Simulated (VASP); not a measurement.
BeS, 2 atoms in the cell. Symmetry: F-43m, No. 216, cubic system. Conventional cell: a = 4.850 Å, b = 4.850 Å, c = 4.850 Å, α = 90.00°, β = 90.00°, γ = 90.00°. Within 2.8 Å of S (site symmetry -43m) lie 4 Be at 2.10 Å. Be (site symmetry -43m) has 4 S at 2.10 Å within 2.8 Å. 

* Program: VASP 6.6.1
* Task: single point
* Functional: HSE06
* Potentials or basis: VASP PAW PBE potentials, release 64 (S, Be)
* Cutoff: 520 eV
* k mesh: 6 × 6 × 6
* Occupations: fermi-dirac, width 0.05 eV
* Spin: no spin polarisation
* Dipole correction: no
* Grid for exact exchange (PRECFOCK): Normal
* Further INCAR settings: ALGO = Normal; EDIFF = 1e-06; NBANDS = 11
* Screening parameter: 0.2079 1/Å

Potentials or basis: VASP PAW PBE potentials, release 64 (S, Be).

The run is started by

```sh
$ cat potpaw_PBE.64/S/POTCAR potpaw_PBE.64/Be/POTCAR > POTCAR
$ cp INCAR.step1 INCAR
$ mpirun -np 1 vasp_std > vasp.out
$ cp INCAR.step2 INCAR
$ mpirun -np 1 vasp_std > vasp.out
```

Hardware: 1 thread of Intel(R) Xeon(R) Platinum 8259CL CPU @ 2.50GHz (Skylake/Cascade Lake), with other jobs on the host.

Question: Estimate the wall time of this run.

Answer: It took 7.8 min on 1 thread of Intel(R) Xeon(R) Platinum 8259CL CPU @ 2.50GHz (Skylake/Cascade Lake), with other jobs on the host, peak memory 0.26 GiB. Counts: k points 16.
